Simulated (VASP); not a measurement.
Wanted: the native input for a VASP 6.6.1 run.

```
Task                   : single point
Functional             : PBE
Potentials or basis    : VASP PAW PBE potentials, release 64 (Yb, Tl_d, C)
Cutoff                 : 800 eV
k mesh                 : 5 × 5 × 5
Occupations            : fermi-dirac, width 0.15 eV
Spin                   : no spin polarisation
Dipole correction      : no
Second try             : not_converged
Further INCAR settings : ALGO = All; EDIFF = 1e-06; NBANDS = 52
```

The structure of Yb3TlC lies in POSCAR:

```
Yb3TlC
1.0
    5.9628500000      0.0000000000      0.0000000000
    0.0000000000      5.9628500000      0.0000000000
    0.0000000000      0.0000000000      5.9628500000
Yb Tl C
3 1 1
Direct
    0.0000000000      0.5000000000      0.5000000000
    0.5000000000      0.5000000000      0.0000000000
    0.5000000000      0.0000000000      0.5000000000
    0.5000000000      0.5000000000      0.5000000000
    0.0000000000      0.0000000000      0.0000000000
```

The input as run:

INCAR

```
SYSTEM = Yb3TlC
PREC     = Accurate       ! precision mode
ENCUT    = 800            ! plane-wave cutoff, eV
EDIFF    = 1E-6           ! SCF threshold, eV
ISMEAR   = -1             ! smearing method
SIGMA    = 0.15           ! smearing width, eV
LREAL    = .False.        ! projectors in reciprocal space
LASPH    = .True.         ! aspherical terms in the spheres
NELM     = 300            ! most SCF steps
ALGO     = All            ! electronic algorithm
ISIF     = 2              ! what is computed and relaxed
LWAVE    = .False.        ! write WAVECAR
LCHARG   = .False.        ! write CHGCAR
GGA      = PE             ! functional
NBANDS   = 52             ! bands
GGA_COMPAT= .False.      
LMAXMIX  = 6              ! l up to which the mixer works
ISEARCH  = 1            
KPAR     = 4
```

KPOINTS

```
regular mesh
0
Gamma
  5 5 5
  0 0 0
```

Potentials or basis: VASP PAW PBE potentials, release 64 (Yb, Tl_d, C).

Launch:

```console
$ cat potpaw_PBE.64/Yb/POTCAR potpaw_PBE.64/Tl_d/POTCAR potpaw_PBE.64/C/POTCAR > POTCAR
$ mpirun -np 4 vasp_std > vasp.out
```

It gave:

* Pressure: -1.5 GPa
* Band gap on the k mesh: zero (an odd number of electrons rules out a gap without spin polarisation)

Caveat: spin-orbit coupling is left out, which moves the levels of the heavy elements.

Run time: 9.2 min on 4 MPI ranks on AMD EPYC 7R43 64-Core Processor (Zen 3), with other jobs on the host, peak memory 0.71 GiB a rank.
